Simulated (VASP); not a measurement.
# KRb2BrF6 (Fm-3m) in VASP: single point with r2SCAN

Aim: the single point of KRb2BrF6 with r2SCAN.

All numbers are computed with VASP 6.6.1; they aren't measurements. Logs are shortened: lines on timing, memory, paths and dates and some standing lists are left out, and cuts for length are marked.

## Step 1: The cell of the first run

It takes space group Fm-3m (No. 225, cubic). Conventional cell: a = 9.285 Å, b = 9.285 Å, c = 9.285 Å, α = 90.00°, β = 90.00°, γ = 90.00°. Within 2.9 Å of F (site symmetry 4mm) lie 1 Br at 2.18 Å and 1 K at 2.46 Å. K (site symmetry m-3m) has 6 F at 2.46 Å within 3.2 Å. Within 4.3 Å of Rb (site symmetry -43m) lie 12 F at 3.29 Å and 4 K at 4.02 Å and 4 Br at 4.02 Å. Within 2.9 Å of Br (site symmetry m-3m) lie 6 F at 2.18 Å.

## Step 2: Single point, r2SCAN

POSCAR reads:

```
KRb2BrF6
1.0
    0.0000000000      4.6423440125      4.6423440125
    4.6423440125      0.0000000000      4.6423440125
    4.6423440125      4.6423440125      0.0000000000
F K Rb Br
6 1 2 1
Direct
    0.7648144268      0.2351855732      0.2351855732
    0.2351855732      0.7648144268      0.2351855732
    0.2351855732      0.7648144268      0.7648144268
    0.7648144268      0.2351855732      0.7648144268
    0.2351855732      0.2351855732      0.7648144268
    0.7648144268      0.7648144268      0.2351855732
    0.5000000000      0.5000000000      0.5000000000
    0.2500000000      0.2500000000      0.2500000000
    0.7500000000      0.7500000000      0.7500000000
    0.0000000000      0.0000000000      0.0000000000
```

INCAR.step1 reads:

```
PREC = Accurate
ENCUT = 520
ISMEAR = -1
SIGMA = 0.1
LREAL = F
LASPH = T
NELM = 60
NBANDS = 49
GGA = PE
ALGO = Normal
EDIFF = 1E-4
LWAVE = T
LCHARG = F
```

INCAR.step2 reads:

```
PREC = Accurate
ENCUT = 520
EDIFF = 1E-6
ISMEAR = -1
SIGMA = 0.1
LREAL = F
LASPH = T
NELM = 60
ALGO = Normal
ISIF = 2
LWAVE = F
LCHARG = T
METAGGA = R2SCAN
LMIXTAU = T
LELF = T
LVHAR = T
NBANDS = 49
ISTART = 1
```

KPOINTS reads:

```
Automatic mesh
0
Gamma
  6 6 6
```

Potentials or basis: VASP PAW PBE potentials, release 64 (F, K_sv, Rb_sv, Br).

On the command line:

```console
$ cat potpaw_PBE.64/F/POTCAR potpaw_PBE.64/K_sv/POTCAR potpaw_PBE.64/Rb_sv/POTCAR potpaw_PBE.64/Br/POTCAR > POTCAR
$ cp INCAR.step1 INCAR
$ mpirun -np 1 vasp_std > vasp.out
$ cp INCAR.step2 INCAR
$ mpirun -np 1 vasp_std > vasp.out
```

OUTCAR:

```text
PREC = Accurate
   ENCUT = 520
   EDIFF = 1E-6
   ISMEAR = -1
   LREAL = F
   LASPH = T
   NELM = 60
   ISIF = 2
   METAGGA = R2SCAN
   ISTART = 1

 ion  position               nearest neighbor table
   1  0.765  0.235  0.235-  10 2.18   7 2.46   9 3.29   8 3.29   9 3.29   8 3.29
   2  0.235  0.765  0.235-  10 2.18   7 2.46   9 3.29   8 3.29   9 3.29   8 3.29
   3  0.235  0.765  0.765-  10 2.18   7 2.46   9 3.29   9 3.29   8 3.29   8 3.29
   4  0.765  0.235  0.765-  10 2.18   7 2.46   9 3.29   9 3.29   8 3.29   8 3.29
   5  0.235  0.235  0.765-  10 2.18   7 2.46   9 3.29   8 3.29   9 3.29   8 3.29
   6  0.765  0.765  0.235-  10 2.18   7 2.46   9 3.29   9 3.29   8 3.29   8 3.29
   7  0.500  0.500  0.500-   1 2.46   2 2.46   3 2.46   4 2.46   5 2.46   6 2.46   8 4.02   8 4.02
                             8 4.02   8 4.02   9 4.02   9 4.02   9 4.02   9 4.02
   8  0.250  0.250  0.250-   1 3.29   4 3.29   2 3.29   3 3.29   3 3.29   4 3.29   1 3.29   2 3.29
                             5 3.29   6 3.29   6 3.29   5 3.29  10 4.02  10 4.02  10 4.02   7 4.02
   9  0.750  0.750  0.750-   3 3.29   4 3.29   1 3.29   2 3.29   1 3.29   4 3.29   2 3.29   3 3.29
                             5 3.29   6 3.29   6 3.29   5 3.29   7 4.02  10 4.02   7 4.02  10 4.02
  10  0.000  0.000  0.000-   1 2.18   2 2.18   3 2.18   4 2.18   5 2.18   6 2.18   9 4.02   9 4.02
                             9 4.02   8 4.02   9 4.02   8 4.02   8 4.02   8 4.02

  LATTYP: Found a face centered cubic cell.
 ALAT       =     9.2846880250

  Lattice vectors:

 A1 = (   0.0000000000,   4.6423440125,   4.6423440125)
 A2 = (   4.6423440125,   0.0000000000,   4.6423440125)
 A3 = (   4.6423440125,   4.6423440125,   0.0000000000)

Analysis of symmetry for initial positions (statically):
=====================================================================
 Subroutine PRICEL returns:
 Original cell was already a primitive cell.

 Routine SETGRP: Setting up the symmetry group for a
 face centered cubic supercell.

 Subroutine GETGRP returns: Found 48 space group operations
 (whereof 48 operations were pure point group operations)
 out of a pool of 48 trial point group operations.

The static configuration has the point symmetry O_h .

Analysis of symmetry for dynamics (positions and initial velocities):
=====================================================================
 Subroutine PRICEL returns:
 Original cell was already a primitive cell.

 Routine SETGRP: Setting up the symmetry group for a
 face centered cubic supercell.

 Subroutine GETGRP returns: Found 48 space group operations
 (whereof 48 operations were pure point group operations)
 out of a pool of 48 trial point group operations.

The dynamic configuration has the point symmetry O_h .

 Subroutine INISYM returns: Found 48 space group operations
 (whereof 48 operations are pure point group operations),
 and found     1 'primitive' translations

----------------------------------------------------------------------------------------

                                     Primitive cell

  volume of cell :     200.0976

  direct lattice vectors                    reciprocal lattice vectors
     0.000000000  4.642344012  4.642344012    -0.107704211  0.107704211  0.107704211
     4.642344012  0.000000000  4.642344012     0.107704211 -0.107704211  0.107704211
     4.642344012  4.642344012  0.000000000     0.107704211  0.107704211 -0.107704211

  length of vectors
     6.565265864  6.565265864  6.565265864     0.186549166  0.186549166  0.186549166

  position of ions in fractional coordinates (direct lattice)
     0.764814427  0.235185573  0.235185573
     0.235185573  0.764814427  0.235185573
     0.235185573  0.764814427  0.764814427
     0.764814427  0.235185573  0.764814427
     0.235185573  0.235185573  0.764814427
     0.764814427  0.764814427  0.235185573
     0.500000000  0.500000000  0.500000000
     0.250000000  0.250000000  0.250000000
     0.750000000  0.750000000  0.750000000
     0.000000000  0.000000000  0.000000000

  ion indices of the primitive-cell ions
   primitive index   ion index
                 1           1
                 2           2
                 3           3
                 4           4
                 5           5
                 6           6
                 7           7
                 8           8
                 9           9
                10          10

----------------------------------------------------------------------------------------

 KPOINTS: Automatic mesh

Automatic generation of k-mesh.
 Grid dimensions read from file:
 generate k-points for:    6    6    6

 Generating k-lattice:

  Cartesian coordinates                     Fractional coordinates (reciprocal lattice)
    -0.017950702  0.017950702  0.017950702     0.166666667  0.000000000  0.000000000
     0.017950702 -0.017950702  0.017950702     0.000000000  0.166666667  0.000000000
     0.017950702  0.017950702 -0.017950702     0.000000000  0.000000000  0.166666667

  Length of vectors
     0.031091528  0.031091528  0.031091528

  Shift w.r.t. Gamma in fractional coordinates (k-lattice)
     0.000000000  0.000000000  0.000000000

 Subroutine IBZKPT returns following result:
 ===========================================

 Found     16 irreducible k-points:

 Following reciprocal coordinates:
            Coordinates               Weight
  0.000000  0.000000  0.000000      1.000000
  0.166667  0.000000  0.000000      8.000000
  0.333333  0.000000  0.000000      8.000000
  0.500000  0.000000  0.000000      4.000000
  0.166667  0.166667  0.000000      6.000000
  0.333333  0.166667  0.000000     24.000000
[... 8 lines left out ...]
 -0.333333  0.333333  0.166667     24.000000
 -0.333333  0.500000  0.166667     12.000000
   k-points           NKPTS =     16   k-points in BZ     NKDIM =     16   number of bands    NBANDS=     49
   number of dos      NEDOS =    301   number of ions     NIONS =     10
   total plane-waves  NPLWV = 125000
   dimension x,y,z NGX =    50 NGY =   50 NGZ =   50
   dimension x,y,z NGXF=   100 NGYF=  100 NGZF=  100
   ions per type =               6   1   2   1
   NGX,Y,Z   is equivalent  to a cutoff of  12.66, 12.66, 12.66 a.u.
   NGXF,Y,Z  is equivalent  to a cutoff of  25.32, 25.32, 25.32 a.u.
 SYSTEM =  unknown system
   PREC   = accura    normal or accurate (medium, high low for compatibility)
   ISTART =      1    job   : 0-new  1-cont  2-samecut
   ICHARG =      0    charge: 1-file 2-atom 10-const
   ISPIN  =      1    spin polarized calculation?
   LNONCOLLINEAR =      F non collinear calculations
   LSORBIT =      F    spin-orbit coupling
   LASPH  =      T    aspherical Exc in radial PAW
   ENCUT  =  520.0 eV  38.22 Ry    6.18 a.u.  12.21 12.21 12.21*2*pi/ulx,y,z
   NELM   =     60;   NELMIN=  2; NELMDL=  0     # of ELM steps
   EDIFF  = 0.1E-05   stopping-criterion for ELM
   LREAL  =      F    real-space projection
   EDIFFG = 0.1E-04   stopping-criterion for IOM
   NSW    =      0    number of steps for IOM
   IBRION =     -1    ionic relax: 0-MD 1-quasi-New 2-CG
   NFREE  =      0    steps in history (QN), initial steepest desc. (CG)
   ISIF   =      2    stress and relaxation
   ISYM   =      2    0-nonsym 1-usesym 2-fastsym
   POTIM  = 0.5000    time-step for ionic-motion
   TEBEG  =    0.0;   TEEND  =   0.0 temperature during run
   PSTRESS=    0.0 pullay stress
   NELECT =      76.0000    total number of electrons
   NUPDOWN=      -1.0000    fix difference up-down
   EMIN   =  10.00;   EMAX   =-10.00  energy-range for DOS
   EFERMI =   0.00;   METHOD = LEGACY
   ISMEAR =    -1;   SIGMA  =   0.10  broadening in eV -4-tet -1-fermi 0-gaus
   EFERMI_NEDOS =   21; number of points for ismear=-14 and -15
   IALGO  =     38    algorithm
   IMIX   =      4    mixing-type and parameters
     AMIX     =   0.40;   BMIX     =  1.00
     AMIX_MAG =   1.60;   BMIX_MAG =  1.00
  volume/ion in A,a.u.               =      20.01       135.03
  Fermi-wavevector in a.u.,A,eV,Ry     =   1.185583  2.240427 19.124452  1.405608
  Thomas-Fermi vector in A             =   2.321774
   LORBIT       =      0    0 simple, 1 ext, 2 COOP (PROOUT), +10 PAW based schemes
   METAGGA = R2SCAN    functional components
   LHFCALC =     F    Hartree Fock is set to
   AEXX    =    0.0000 exact exchange contribution
   IVDW    =     0    specifies the selected vdW correction
   LEPSILON=     F    determine dielectric tensor
   LRPA    =     F    only Hartree local field effects (RPA)
 non-spin polarized calculation
  energy-cutoff  :      520.00
  volume of cell :      200.10
 maximum number of plane-waves:      5434
 NGX is ok and might be reduce to    50
   NGX = 25   NGY = 25   NGZ = 25

 number of electron      75.9999962 magnetization

 Free energy of the ion-electron system (eV)
  ---------------------------------------------------
  ext. energy  EPLUGINS =         0.00000000
  ---------------------------------------------------
  free energy    TOTEN  =       -84.46676469 eV

  energy without entropy =      -84.11855288  energy(sigma->0) =      -84.29265879

 E-fermi :  -0.1016     XC(G=0):  -8.6942

 val. band max:       -0.1142339083   @ k =  -0.3333   0.3333   0.1667
 cond. band min:      -0.1013377221   @ k =   0.1667   0.1667   0.0000
 fundamental gap:      0.0128961862
 Fermi energy:        -0.1015889655

 k-point     1 :       0.0000    0.0000    0.0000
  band No.  band energies     occupation
      1     -29.4701      2.00000
      2     -27.1119      2.00000
      3     -27.0921      2.00000
      4     -24.3089      2.00000
      5     -23.9594      2.00000
      6     -23.9594      2.00000
[... 41 lines left out ...]
     48       7.9509      0.00000
     49       7.9510      0.00000
[... 778 lines left out ...]
     48       8.2155      0.00000
     49       8.4010      0.00000

------------------------ aborting loop because EDIFF is reached ----------------------------------------

  FORCE on cell =-STRESS in cart. coord.  units (eV):
  Direction    XX          YY          ZZ          XY          YZ          ZX
  --------------------------------------------------------------------------------------
  -------------------------------------------------------------------------------------
  Total       -0.0920525     -0.0920525     -0.0920525     -0.0000000      0.0000000     -0.0000000
  in kB       -0.7370624     -0.7370624     -0.7370624     -0.0000000      0.0000000     -0.0000000
  external PRESSURE =      -0.7370624 kB  Pullay stress =       0.0000000 kB

 VOLUME and BASIS-vectors are now :
 -----------------------------------------------------------------------------
  energy-cutoff  :      520.00
  volume of cell :      200.10
      direct lattice vectors                 reciprocal lattice vectors
     0.000000000  4.642344012  4.642344012    -0.107704211  0.107704211  0.107704211
     4.642344012  0.000000000  4.642344012     0.107704211 -0.107704211  0.107704211
     4.642344012  4.642344012  0.000000000     0.107704211  0.107704211 -0.107704211

 POSITION                                       TOTAL-FORCE (eV/Angst)
 -----------------------------------------------------------------------------------
      2.18362      4.64234      4.64234        -0.006784      0.000000     -0.000000
      4.64234      2.18362      4.64234         0.000000     -0.006784     -0.000000
      7.10106      4.64234      4.64234         0.006784      0.000000     -0.000000
      4.64234      7.10106      4.64234         0.000000      0.006784     -0.000000
      4.64234      4.64234      2.18362         0.000000      0.000000     -0.006784
      4.64234      4.64234      7.10106         0.000000      0.000000      0.006784
      4.64234      4.64234      4.64234         0.000000      0.000000     -0.000000
      2.32117      2.32117      2.32117         0.000000     -0.000000     -0.000000
      6.96352      6.96352      6.96352         0.000000     -0.000000      0.000000
      0.00000      0.00000      0.00000         0.000000      0.000000     -0.000000
 -----------------------------------------------------------------------------------
    total drift:                               -0.000000     -0.000000      0.000000

  FREE ENERGIE OF THE ION-ELECTRON SYSTEM (eV)
  ---------------------------------------------------
  free  energy   TOTEN  =       -84.4667646942 eV

  energy  without entropy=      -84.1185528799  energy(sigma->0) =      -84.29265879
```

Run time: 6.7 min. Hardware: 1 thread of Intel Xeon 6975P-C (Granite Rapids), shared host; peak memory 0.48 GiB.

What came out:

```yaml
Free_energy: -84.4668 eV
Pressure: -0.1 GPa
Largest_force: 0.007 eV/Å
Band_gap_on_the_k_mesh: zero (band 38 reaches 0.07 eV, above the bottom of band 39 at -0.07 eV)
```

Forces on the atoms (eV/Å):
```
F   -0.007  0.000  0.000
F    0.000 -0.007  0.000
F    0.007  0.000  0.000
F    0.000  0.007  0.000
F    0.000  0.000 -0.007
F    0.000  0.000  0.007
K    0.000  0.000  0.000
Rb   0.000  0.000  0.000
Rb   0.000  0.000  0.000
Br   0.000  0.000  0.000
```

Caveat: the PAW data sets were made with another functional, which shifts forces and pressure a little.
